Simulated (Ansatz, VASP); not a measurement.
# Two plane-wave programs on Ti

```
Ti
1.0
     3.00786    0.00000    0.00000
    -1.50393    2.60488    0.00000
     0.00000    0.00000    4.77791
Ti
2
Direct
  0.33333 0.66667 0.25000
  0.66667 0.33333 0.75000
```

Change from the starting cell: volume scaled by 1.06, PAW files.

Alike in both runs: task electric field gradients; functional PBEsol; k mesh 14 × 14 × 8; occupations fermi-dirac, width 0.05 eV; no spin polarisation.

```csv
,VASP,Ansatz
version,VASP 6.6.1,Ansatz 0.2.0
potentials or method,"VASP PAW PBE potentials, release 64 (Ti_sv)","PAW with Ansatz's default frozen-core files, scalar-relativistic"
plane-wave cutoff (eV),520,420
valence electrons in the cell,24,24
```

```csv
,VASP,Ansatz,Ansatz less VASP
pressure (GPa),-11.1,-11.0,+0.13
"traceless stress, the component that is largest in VASP (GPa)",-0.40,-0.40,-0.005
size of Vzz on the site where it differs most (V/Å²),14.4,16.0,+1.68
```

VASP's potentials were made for PBE, not for PBEsol. The functional is the same, so the differences come from potentials, cutoffs and numerics.
